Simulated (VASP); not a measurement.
# Pt (I4/mmm) in VASP: single point with PBEsol

Aim: the single point of Pt with PBEsol.

Everything below comes from runs of VASP 6.6.1. Logs are shortened: lines on timing, memory, paths and dates and some standing lists are left out, and cuts for length are marked.

### Step 1. The cell of the first run

It takes space group I4/mmm (No. 139, tetragonal). Conventional cell: a = 2.830 Å, b = 2.830 Å, c = 3.765 Å, α = 90.00°, β = 90.00°, γ = 90.00°. Pt (site symmetry 4/mmm) has 12 Pt at 2.75 to 2.83 Å within 3.6 Å.

### Step 2. Single point, PBEsol

INCAR

```
SYSTEM = Pt
  ALGO = Normal
  EDIFF = 1E-6
  ENCUT = 520
  GGA = PS
  ISIF = 2
  ISMEAR = -1
  LASPH = .TRUE.
  LCHARG = .TRUE.
  LELF = .TRUE.
  LREAL = .FALSE.
  LVHAR = .TRUE.
  LWAVE = .FALSE.
  NBANDS = 11
  NELM = 100
  PREC = Accurate
  SIGMA = 0.05
```

KPOINTS

```
k-points
0
G
  12 12 12
  0 0 0
```

POSCAR

```
Pt
1.0
    0.0000000000      2.0013351819      1.8824640000
    2.0013351819      0.0000000000      1.8824640000
    2.0013351819      2.0013351819      0.0000000000
Pt
1
Direct
    0.0000000000      0.0000000000      0.0000000000
```

Potentials or basis: VASP PAW PBE potentials, release 64 (Pt).

On the command line:

```sh
> cat potpaw_PBE.64/Pt/POTCAR > POTCAR
> mpirun -np 1 vasp_std > vasp.out
```

OUTCAR:

```text
SYSTEM = Pt
   EDIFF = 1E-6
   ENCUT = 520
   GGA = PS
   ISIF = 2
   ISMEAR = -1
   LASPH = .TRUE.
   LREAL = .FALSE.
   NELM = 100
   PREC = Accurate

 ion  position               nearest neighbor table
   1  0.000  0.000  0.000-

  LATTYP: Found a body centered tetragonal cell.
 ALAT       =     2.8303153571
 C/A-ratio  =     1.3302150202

  Lattice vectors:

 A1 = (   0.0000000000,  -2.0013351819,  -1.8824640000)
 A2 = (   0.0000000000,   2.0013351819,  -1.8824640000)
 A3 = (   2.0013351819,   0.0000000000,   1.8824640000)

Analysis of symmetry for initial positions (statically):
=====================================================================
 Subroutine PRICEL returns:
 Original cell was already a primitive cell.

 Routine SETGRP: Setting up the symmetry group for a
 body centered tetragonal supercell.

 Subroutine GETGRP returns: Found 16 space group operations
 (whereof 16 operations were pure point group operations)
 out of a pool of 16 trial point group operations.

The static configuration has the point symmetry D_4h.

Analysis of symmetry for dynamics (positions and initial velocities):
=====================================================================
 Subroutine PRICEL returns:
 Original cell was already a primitive cell.

 Routine SETGRP: Setting up the symmetry group for a
 body centered tetragonal supercell.

 Subroutine GETGRP returns: Found 16 space group operations
 (whereof 16 operations were pure point group operations)
 out of a pool of 16 trial point group operations.

The dynamic configuration has the point symmetry D_4h.

 Subroutine INISYM returns: Found 16 space group operations
 (whereof 16 operations are pure point group operations),
 and found     1 'primitive' translations

----------------------------------------------------------------------------------------

                                     Primitive cell

  volume of cell :      15.0798

  direct lattice vectors                    reciprocal lattice vectors
     0.000000000  2.001335182  1.882464000    -0.249833214  0.249833214  0.265609329
     2.001335182  0.000000000  1.882464000     0.249833214 -0.249833214  0.265609329
     2.001335182  2.001335182  0.000000000     0.249833214  0.249833214 -0.265609329

  length of vectors
     2.747546764  2.747546764  2.830315357     0.442019892  0.442019892  0.442019892

  position of ions in fractional coordinates (direct lattice)
     0.000000000  0.000000000  0.000000000

  ion indices of the primitive-cell ions
   primitive index   ion index
                 1           1

----------------------------------------------------------------------------------------

 KPOINTS: k-points

Automatic generation of k-mesh.
 Grid dimensions read from file:
 generate k-points for:   12   12   12

 Generating k-lattice:

  Cartesian coordinates                     Fractional coordinates (reciprocal lattice)
    -0.020819434  0.020819434  0.022134111     0.083333333  0.000000000  0.000000000
     0.020819434 -0.020819434  0.022134111     0.000000000  0.083333333  0.000000000
     0.020819434  0.020819434 -0.022134111    -0.000000000 -0.000000000  0.083333333

  Length of vectors
     0.036834991  0.036834991  0.036834991

  Shift w.r.t. Gamma in fractional coordinates (k-lattice)
     0.000000000  0.000000000  0.000000000

 Subroutine IBZKPT returns following result:
 ===========================================

 Found    163 irreducible k-points:

 Following reciprocal coordinates:
            Coordinates               Weight
  0.000000  0.000000  0.000000      1.000000
  0.083333 -0.000000  0.000000      8.000000
  0.166667  0.000000  0.000000      8.000000
  0.250000 -0.000000  0.000000      8.000000
  0.333333 -0.000000  0.000000      8.000000
  0.416667  0.000000  0.000000      8.000000
[... 16 lines left out ...]
  0.500000  0.166667  0.000000      8.000000
 -0.416667  0.166667  0.000000      8.000000
 [... further k-points ...]
   k-points           NKPTS =    163   k-points in BZ     NKDIM =    163   number of bands    NBANDS=     11
   number of dos      NEDOS =    301   number of ions     NIONS =      1
   total plane-waves  NPLWV =   9600
   dimension x,y,z NGX =    20 NGY =   20 NGZ =   24
   dimension x,y,z NGXF=    40 NGYF=   40 NGZF=   48
   ions per type =               1
   NGX,Y,Z   is equivalent  to a cutoff of  12.10, 12.10, 14.10 a.u.
   NGXF,Y,Z  is equivalent  to a cutoff of  24.20, 24.20, 28.19 a.u.
 SYSTEM =  Pt
   PREC   = accura    normal or accurate (medium, high low for compatibility)
   ISTART =      0    job   : 0-new  1-cont  2-samecut
   ICHARG =      2    charge: 1-file 2-atom 10-const
   ISPIN  =      1    spin polarized calculation?
   LNONCOLLINEAR =      F non collinear calculations
   LSORBIT =      F    spin-orbit coupling
   LASPH  =      T    aspherical Exc in radial PAW
   ENCUT  =  520.0 eV  38.22 Ry    6.18 a.u.   5.11  5.11  5.26*2*pi/ulx,y,z
   NELM   =    100;   NELMIN=  2; NELMDL= -5     # of ELM steps
   EDIFF  = 0.1E-05   stopping-criterion for ELM
   LREAL  =      F    real-space projection
   EDIFFG = 0.1E-04   stopping-criterion for IOM
   NSW    =      0    number of steps for IOM
   IBRION =     -1    ionic relax: 0-MD 1-quasi-New 2-CG
   NFREE  =      0    steps in history (QN), initial steepest desc. (CG)
   ISIF   =      2    stress and relaxation
   ISYM   =      2    0-nonsym 1-usesym 2-fastsym
   POTIM  = 0.5000    time-step for ionic-motion
   TEBEG  =    0.0;   TEEND  =   0.0 temperature during run
   PSTRESS=    0.0 pullay stress
   NELECT =      10.0000    total number of electrons
   NUPDOWN=      -1.0000    fix difference up-down
   EMIN   =  10.00;   EMAX   =-10.00  energy-range for DOS
   EFERMI =   0.00;   METHOD = LEGACY
   ISMEAR =    -1;   SIGMA  =   0.05  broadening in eV -4-tet -1-fermi 0-gaus
   EFERMI_NEDOS =   21; number of points for ismear=-14 and -15
   IALGO  =     38    algorithm
   IMIX   =      4    mixing-type and parameters
     AMIX     =   0.40;   BMIX     =  1.00
     AMIX_MAG =   1.60;   BMIX_MAG =  1.00
  volume/ion in A,a.u.               =      15.08       101.76
  Fermi-wavevector in a.u.,A,eV,Ry     =   1.427609  2.697791 27.729605  2.038068
  Thomas-Fermi vector in A             =   2.547760
   LORBIT       =      0    0 simple, 1 ext, 2 COOP (PROOUT), +10 PAW based schemes
   GGA     = PS    functional components
   LHFCALC =     F    Hartree Fock is set to
   AEXX    =    0.0000 exact exchange contribution
   IVDW    =     0    specifies the selected vdW correction
   LEPSILON=     F    determine dielectric tensor
   LRPA    =     F    only Hartree local field effects (RPA)
 non-spin polarized calculation
  energy-cutoff  :      520.00
  volume of cell :       15.08
 maximum number of plane-waves:       428
   NGX = 11   NGY = 11   NGZ = 11

 number of electron      10.0000000 magnetization

 Free energy of the ion-electron system (eV)
  ---------------------------------------------------
  ext. energy  EPLUGINS =         0.00000000
  ---------------------------------------------------
  free energy    TOTEN  =        -6.96510282 eV

  energy without entropy =       -6.95092086  energy(sigma->0) =       -6.95801184

 E-fermi :  11.0983     XC(G=0): -13.6268

 val. band max:       11.0926246941   @ k =   0.5000   0.4167   0.0833
 cond. band min:      11.1064252990   @ k =   0.5000   0.5000   0.0000
 fundamental gap:      0.0138006049
 Fermi energy:        11.0982813002

 k-point     1 :       0.0000    0.0000    0.0000
  band No.  band energies     occupation
      1       0.8018      2.00000
      2       7.0868      2.00000
      3       7.0868      2.00000
      4       7.7835      2.00000
      5       9.0508      2.00000
      6       9.8512      2.00000
      7      25.7857      0.00000
      8      30.1481      0.00000
      9      30.1481      0.00000
     10      31.8089      0.00000
     11      36.0758      0.00000

 k-point     2 :       0.0833   -0.0000    0.0000
  band No.  band energies     occupation
      1       1.0800      2.00000
      2       7.0483      2.00000
      3       7.1921      2.00000
      4       7.8054      2.00000
      5       9.0193      2.00000
      6       9.7705      2.00000
      7      26.2094      0.00000
      8      29.2604      0.00000
      9      30.5696      0.00000
     10      31.7413      0.00000
     11      37.4571      0.00000

 k-point     3 :       0.1667    0.0000    0.0000
  band No.  band energies     occupation
      1       1.8523      2.00000
      2       6.9006      2.00000
      3       7.3773      2.00000
      4       7.9416      2.00000
      5       9.0747      2.00000
      6       9.6403      2.00000
      7      27.0066      0.00000
      8      27.1871      0.00000
      9      31.7529      0.00000
     10      32.7694      0.00000
     11      35.7911      0.00000

 k-point     4 :       0.2500   -0.0000    0.0000
  band No.  band energies     occupation
      1       2.8589      2.00000
      2       6.9358      2.00000
      3       7.3543      2.00000
      4       8.0107      2.00000
      5       9.5283      2.00000
      6       9.7649      2.00000
      7      24.3996      0.00000
      8      27.4343      0.00000
      9      33.2912      0.00000
     10      33.9664      0.00000
     11      34.6054      0.00000

 k-point     5 :       0.3333   -0.0000    0.0000
  band No.  band energies     occupation
      1       3.5489      2.00000
      2       7.1484      2.00000
      3       7.7528      2.00000
      4       7.8895      2.00000
      5      10.2429      2.00000
      6      10.3065      2.00000
      7      21.4018      0.00000
      8      26.4211      0.00000
      9      32.0542      0.00000
     10      32.9437      0.00000
     11      36.0774      0.00000
[... 211 lines left out ...]
 k-point    21 :       0.3333    0.1667    0.0000
  band No.  band energies     occupation
      1       4.0765      2.00000
      2       6.2141      2.00000
      3       7.6955      2.00000
      4       8.0750      2.00000
      5      10.0191      2.00000
      6      10.5322      1.99998
      7      23.6783      0.00000
      8      28.2875      0.00000
      9      28.6716      0.00000
     10      31.5223      0.00000
     11      35.4381      0.00000

 k-point    22 :       0.4167    0.1667    0.0000
  band No.  band energies     occupation
      1       4.4670      2.00000
      2       6.6754      2.00000
      3       7.4487      2.00000
      4       7.8841      2.00000
      5      11.1690      0.39109
      6      11.6897      0.00001
      7      20.3123      0.00000
      8      27.3995      0.00000
      9      27.8477      0.00000
     10      30.6061      0.00000
     11      37.5699      0.00000

 k-point    23 :       0.5000    0.1667    0.0000
  band No.  band energies     occupation
      1       4.5225      2.00000
      2       6.8139      2.00000
      3       7.7153      2.00000
      4       7.9396      2.00000
      5      11.3485      0.01333
      6      13.6726      0.00000
      7      17.3659      0.00000
      8      26.8893      0.00000
      9      27.7934      0.00000
     10      29.0016      0.00000
     11      38.3299      0.00000

 k-point    24 :      -0.4167    0.1667    0.0000
  band No.  band energies     occupation
      1       4.5755      2.00000
      2       6.8164      2.00000
      3       7.6570      2.00000
      4       8.2103      2.00000
      5      10.8991      1.96343
      6      13.7916      0.00000
      7      17.4278      0.00000
      8      26.7826      0.00000
      9      27.8395      0.00000
     10      28.9036      0.00000
     11      38.4075      0.00000

 [... further k-points ...]
[... 5 lines left out ...]
  --------------------------------------------------------------------------------------
  -------------------------------------------------------------------------------------
  Total       -0.2083839     -0.2083839      0.1827567      0.0000000     -0.0000000     -0.0000000
  in kB      -22.1400447    -22.1400447     19.4172438      0.0000000     -0.0000000     -0.0000000
  external PRESSURE =      -8.2876152 kB  Pullay stress =       0.0000000 kB

 VOLUME and BASIS-vectors are now :
 -----------------------------------------------------------------------------
  energy-cutoff  :      520.00
  volume of cell :       15.08
      direct lattice vectors                 reciprocal lattice vectors
     0.000000000  2.001335182  1.882464000    -0.249833214  0.249833214  0.265609329
     2.001335182  0.000000000  1.882464000     0.249833214 -0.249833214  0.265609329
     2.001335182  2.001335182  0.000000000     0.249833214  0.249833214 -0.265609329

 POSITION                                       TOTAL-FORCE (eV/Angst)
 -----------------------------------------------------------------------------------
      0.00000      0.00000      0.00000         0.000000      0.000000     -0.000000
 -----------------------------------------------------------------------------------
    total drift:                                0.000000     -0.000000      0.000000

  FREE ENERGIE OF THE ION-ELECTRON SYSTEM (eV)
  ---------------------------------------------------
  free  energy   TOTEN  =        -6.9651028190 eV

  energy  without entropy=       -6.9509208592  energy(sigma->0) =       -6.95801184
```

Wall time 12 s (1 thread of Intel Xeon Platinum 8488C (Sapphire Rapids), shared host); peak memory 0.15 GiB.

What came out:

* Free energy: -6.9651 eV
* Pressure: -0.8 GPa
* Band gap on the k mesh: zero (band 5 reaches 11.84 eV, above the bottom of band 6 at 9.32 eV)

Levels at points of the mesh, in eV from the Fermi level:
```
           k point  band 3  band 4  band 5  band 6  band 7  band 8
(0.00, 0.00, 0.00)   -4.01   -3.31   -2.05   -1.25   14.69   19.05
(0.50, 0.00, 0.00)   -3.49   -0.54   -0.14    0.24    5.83   14.09
(0.50, 0.50, 0.00)    0.01    0.52    0.52    2.54    9.90   10.60
(0.50, 0.00, 0.50)   -0.01    0.20    0.74    1.33    8.34   11.52
```

Caveat: the PAW data sets were made with another functional, which shifts forces and pressure a little; spin-orbit coupling is left out, which moves the levels of the heavy elements.
